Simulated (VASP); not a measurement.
# Si2HC2 in VASP: further runs

The runs below take Si2HC2 through single point, with PBE.

Program: VASP 6.6.1. These are calculated values, not measurements. Logs are shortened: lines on timing, memory, paths and dates and some standing lists are left out, and cuts for length are marked.

**1. The cell of the first run**

The cell holds a wire or tube with vacuum around it, 10 atoms: a = 20.500 Å, b = 9.300 Å, c = 3.097 Å, α = 90.00°, β = 90.00°, γ = 90.00°.

**2. Single point, PBE**

The input, INCAR:

```
PREC = Accurate
ENCUT = 520
EDIFF = 1E-7
ISMEAR = 0
SIGMA = 0.05
LREAL = False
LASPH = True
NELM = 60
ALGO = Normal
ISIF = 2
LWAVE = False
LCHARG = False
GGA = PE
NBANDS = 28
```

The input, KPOINTS:

```
Automatic mesh
0
Gamma
  1 1 17
```

The input, POSCAR:

```
Si2HC2
1.0
   20.5000000000      0.0000000000      0.0000000000
    0.0000000000      9.3000000000      0.0000000000
    0.0000000000      0.0000000000      3.0965990390
Si C H
4 4 2
Direct
    0.3158222157      0.5000000000      0.5000000000
    0.4466384808      0.5000000000      0.0000000000
    0.5774547458      0.5000000000      0.5000000000
    0.7082710108      0.5000000000      0.0000000000
    0.2722167941      0.5000000000      0.0000000000
    0.4030330591      0.5000000000      0.5000000000
    0.5338493241      0.5000000000      0.0000000000
    0.6646655891      0.5000000000      0.5000000000
    0.7809539377      0.5000000000      0.0000000000
    0.2190460623      0.5000000000      0.0000000000
```

Potentials or basis: VASP PAW PBE potentials, release 64 (Si, C, H).

Launch:

```sh
cat potpaw_PBE.64/Si/POTCAR potpaw_PBE.64/C/POTCAR potpaw_PBE.64/H/POTCAR > POTCAR
mpirun -np 1 vasp_std > vasp.out
```

OUTCAR:

```text
PREC = Accurate
   ENCUT = 520
   EDIFF = 1E-7
   ISMEAR = 0
   LREAL = False
   LASPH = True
   NELM = 60
   ISIF = 2
   GGA = PE

 ion  position               nearest neighbor table
   1  0.316  0.500  0.500-   5 1.79   5 1.79   6 1.79   2 3.10   2 3.10
   2  0.447  0.500  0.000-   7 1.79   6 1.79   6 1.79   3 3.10   3 3.10   1 3.10   1 3.10
   3  0.577  0.500  0.500-   8 1.79   7 1.79   7 1.79   4 3.10   2 3.10   4 3.10   2 3.10
   4  0.708  0.500  0.000-   9 1.49   8 1.79   8 1.79   3 3.10   3 3.10
   5  0.272  0.500  0.000-  10 1.09   1 1.79   1 1.79
   6  0.403  0.500  0.500-   2 1.79   2 1.79   1 1.79
   7  0.534  0.500  0.000-   2 1.79   3 1.79   3 1.79
   8  0.665  0.500  0.500-   3 1.79   4 1.79   4 1.79
   9  0.781  0.500  0.000-   4 1.49
  10  0.219  0.500  0.000-   5 1.09

  LATTYP: Found a simple orthorhombic cell.
 ALAT       =     3.0965990390
 B/A-ratio  =     3.0032948673
 C/A-ratio  =     6.6201661054

  Lattice vectors:

 A1 = (   0.0000000000,   0.0000000000,  -3.0965990390)
 A2 = (   0.0000000000,   9.3000000000,   0.0000000000)
 A3 = (  20.5000000000,   0.0000000000,   0.0000000000)

Analysis of symmetry for initial positions (statically):
=====================================================================
 Subroutine PRICEL returns:
 Original cell was already a primitive cell.

 Routine SETGRP: Setting up the symmetry group for a
 simple orthorhombic supercell.

 Subroutine GETGRP returns: Found  4 space group operations
 (whereof  4 operations were pure point group operations)
 out of a pool of  8 trial point group operations.

The static configuration has the point symmetry C_2v.

Analysis of symmetry for dynamics (positions and initial velocities):
=====================================================================
 Subroutine PRICEL returns:
 Original cell was already a primitive cell.

 Routine SETGRP: Setting up the symmetry group for a
 simple orthorhombic supercell.

 Subroutine GETGRP returns: Found  4 space group operations
 (whereof  4 operations were pure point group operations)
 out of a pool of  8 trial point group operations.

The dynamic configuration has the point symmetry C_2v.

 Subroutine INISYM returns: Found  4 space group operations
[... 100 lines left out ...]
   NSW    =      0    number of steps for IOM
   IBRION =     -1    ionic relax: 0-MD 1-quasi-New 2-CG
   NFREE  =      0    steps in history (QN), initial steepest desc. (CG)
   ISIF   =      2    stress and relaxation
   ISYM   =      2    0-nonsym 1-usesym 2-fastsym
   POTIM  = 0.5000    time-step for ionic-motion
   TEBEG  =    0.0;   TEEND  =   0.0 temperature during run
   PSTRESS=    0.0 pullay stress
   NELECT =      34.0000    total number of electrons
   NUPDOWN=      -1.0000    fix difference up-down
   EMIN   =  10.00;   EMAX   =-10.00  energy-range for DOS
   EFERMI =   0.00;   METHOD = LEGACY
   ISMEAR =     0;   SIGMA  =   0.05  broadening in eV -4-tet -1-fermi 0-gaus
   EFERMI_NEDOS =   21; number of points for ismear=-14 and -15
   IALGO  =     38    algorithm
   IMIX   =      4    mixing-type and parameters
     AMIX     =   0.40;   BMIX     =  1.00
     AMIX_MAG =   1.60;   BMIX_MAG =  1.00
  volume/ion in A,a.u.               =      59.04       398.40
  Fermi-wavevector in a.u.,A,eV,Ry     =   0.632209  1.194701  5.438085  0.399688
  Thomas-Fermi vector in A             =   1.695447
   LORBIT       =      0    0 simple, 1 ext, 2 COOP (PROOUT), +10 PAW based schemes
   GGA     = PE    functional components
   LHFCALC =     F    Hartree Fock is set to
   AEXX    =    0.0000 exact exchange contribution
   IVDW    =     0    specifies the selected vdW correction
   LEPSILON=     F    determine dielectric tensor
   LRPA    =     F    only Hartree local field effects (RPA)
 non-spin polarized calculation
 Gauss-broadening in eV      SIGMA  =   0.05
  energy-cutoff  :      520.00
  volume of cell :      590.37
 maximum number of plane-waves:     15930
 NGX is ok and might be reduce to   160
   NGX = 77   NGY = 35   NGZ = 11

 number of electron      33.9999998 magnetization

 Free energy of the ion-electron system (eV)
  ---------------------------------------------------
  ext. energy  EPLUGINS =         0.00000000
  ---------------------------------------------------
  free energy    TOTEN  =       -62.01388429 eV

  energy without entropy =      -62.00757629  energy(sigma->0) =      -62.01073029

 E-fermi :  -1.9626     XC(G=0):  -2.9295

 val. band max:       -1.9750171677   @ k =   0.0000   0.0000   0.4706
 cond. band min:      -1.9504366841   @ k =   0.0000   0.0000   0.4706
 fundamental gap:      0.0245804836
 Fermi energy:        -1.9626194554

 k-point     1 :       0.0000    0.0000    0.0000
  band No.  band energies     occupation
      1     -16.9556      2.00000
      2     -15.9716      2.00000
      3     -15.0490      2.00000
      4     -13.8615      2.00000
      5     -11.1942      2.00000
      6      -9.5268      2.00000
[... 268 lines left out ...]
     27       3.7070      0.00000
     28       4.0440      0.00000

------------------------ aborting loop because EDIFF is reached ----------------------------------------

  FORCE on cell =-STRESS in cart. coord.  units (eV):
  Direction    XX          YY          ZZ          XY          YZ          ZX
  --------------------------------------------------------------------------------------
  -------------------------------------------------------------------------------------
  Total        0.4357565      0.0240171     -1.2506807      0.0000000      0.0000000      0.0000000
  in kB        1.1825859      0.0651792     -3.3941830      0.0000000      0.0000000      0.0000000
  external PRESSURE =      -0.7154726 kB  Pullay stress =       0.0000000 kB

 VOLUME and BASIS-vectors are now :
 -----------------------------------------------------------------------------
  energy-cutoff  :      520.00
  volume of cell :      590.37
      direct lattice vectors                 reciprocal lattice vectors
    20.500000000  0.000000000  0.000000000     0.048780488  0.000000000  0.000000000
     0.000000000  9.300000000  0.000000000     0.000000000  0.107526882  0.000000000
     0.000000000  0.000000000  3.096599039     0.000000000  0.000000000  0.322934932

 POSITION                                       TOTAL-FORCE (eV/Angst)
 -----------------------------------------------------------------------------------
      6.47436      4.65000      1.54830        -1.379064      0.000000      0.000000
      9.15609      4.65000      0.00000        -0.921038      0.000000      0.000000
     11.83782      4.65000      1.54830        -0.975491      0.000000      0.000000
     14.51956      4.65000      0.00000        -0.718161      0.000000      0.000000
      5.58044      4.65000      0.00000         0.913812      0.000000      0.000000
      8.26218      4.65000      1.54830         0.934894      0.000000      0.000000
     10.94391      4.65000      0.00000         0.919903      0.000000      0.000000
     13.62564      4.65000      1.54830         1.296167      0.000000      0.000000
     16.00956      4.65000      0.00000        -0.030437      0.000000      0.000000
      4.49044      4.65000      0.00000        -0.040584      0.000000      0.000000
 -----------------------------------------------------------------------------------
    total drift:                               -0.000366      0.000000      0.000000

  FREE ENERGIE OF THE ION-ELECTRON SYSTEM (eV)
  ---------------------------------------------------
  free  energy   TOTEN  =       -62.0138842911 eV

  energy  without entropy=      -62.0075762906  energy(sigma->0) =      -62.01073029
```

stdout:

```text
POSCAR found type information on POSCAR SiC H
 POSCAR found :  3 types and      10 ions
 scaLAPACK will be used
 LDA part: xc-table for (Slater+PW92), standard interpolation
 POSCAR, INCAR and KPOINTS ok, starting setup
 FFT: planning ... GRIDC
 FFT: planning ... GRID_SOFT
 FFT: planning ... GRID
 WAVECAR not read
 entering main loop
```

Wall time 11 min (1 thread of Intel Xeon 8259CL, shared host); peak memory 0.64 GiB.

What came out:

```
Free energy            : -62.0139 eV
Largest force          : 1.379 eV/Å
Band gap on the k mesh : 0.02 eV
```

Forces in eV/Å, atoms in the order of the input:
```
Si  -1.379  0.000  0.000
Si  -0.921  0.000  0.000
Si  -0.975  0.000  0.000
Si  -0.718  0.000  0.000
C    0.914  0.000  0.000
C    0.935  0.000  0.000
C    0.920  0.000  0.000
C    1.296  0.000  0.000
H   -0.030  0.000  0.000
H   -0.041  0.000  0.000
```

**3. Single point, PBE**

This run uses another cell than the first one.

The input, INCAR:

```
SYSTEM = Si2HC2
ALGO = Normal
EDIFF = 1E-6
ENCUT = 520
GGA = PE
ISIF = 2
ISMEAR = 0
LASPH = .True.
LCHARG = .False.
LREAL = .False.
LWAVE = .False.
NBANDS = 28
NELM = 60
PREC = Accurate
SIGMA = 0.05
```

The input, KPOINTS:

```
k-points
0
Gamma
  1 1 17
  0 0 0
```

The input, POSCAR:

```
Si2HC2
1.0
   20.5000000000      0.0000000000      0.0000000000
    0.0000000000      9.3000000000      0.0000000000
    0.0000000000      0.0000000000      3.1120438381
Si C H
4 4 2
Direct
    0.3150549435      0.5000000000      0.5000000000
    0.4456586453      0.5000000000      0.0000000000
    0.5762670005      0.5000000000      0.5000000000
    0.7064905474      0.5000000000      0.0000000000
    0.2743768738      0.5000000000      0.0000000000
    0.4039433794      0.5000000000      0.5000000000
    0.5345388086      0.5000000000      0.0000000000
    0.6653192212      0.5000000000      0.5000000000
    0.7792313240      0.5000000000      0.0000000000
    0.2210704758      0.5000000000      0.0000000000
```

Potentials or basis: VASP PAW PBE potentials, release 64 (Si, C, H).

Launch:

```sh
cat potpaw_PBE.64/Si/POTCAR potpaw_PBE.64/C/POTCAR potpaw_PBE.64/H/POTCAR > POTCAR
mpirun -np 1 vasp_std > vasp.out
```

It took 10 min on 1 thread of Intel Xeon 8259CL, shared host; peak memory 0.64 GiB.

It converged, with:

```yaml
Free_energy: -62.0970 eV
Largest_force: 0.024 eV/Å
Band_gap_on_the_k_mesh: 0.02 eV
```

Forces in eV/Å, atoms in the order of the input:
```
Si   0.014  0.000  0.000
Si   0.022  0.000  0.000
Si   0.013  0.000  0.000
Si   0.023  0.000  0.000
C    0.007  0.000  0.000
C   -0.014  0.000  0.000
C   -0.020  0.000  0.000
C   -0.005  0.000  0.000
H   -0.016  0.000  0.000
H   -0.024  0.000  0.000
```

Levels at points of the mesh, in eV from the valence-band top:
```tsv
k point	band 13	band 14	band 15	band 16	band 17	band 18	band 19	band 20	band 21	band 22
(0.00, 0.00, 0.00)	-3.00	-2.91	-2.74	-1.95	-1.63	1.28	1.72	2.30	2.85	2.95
```
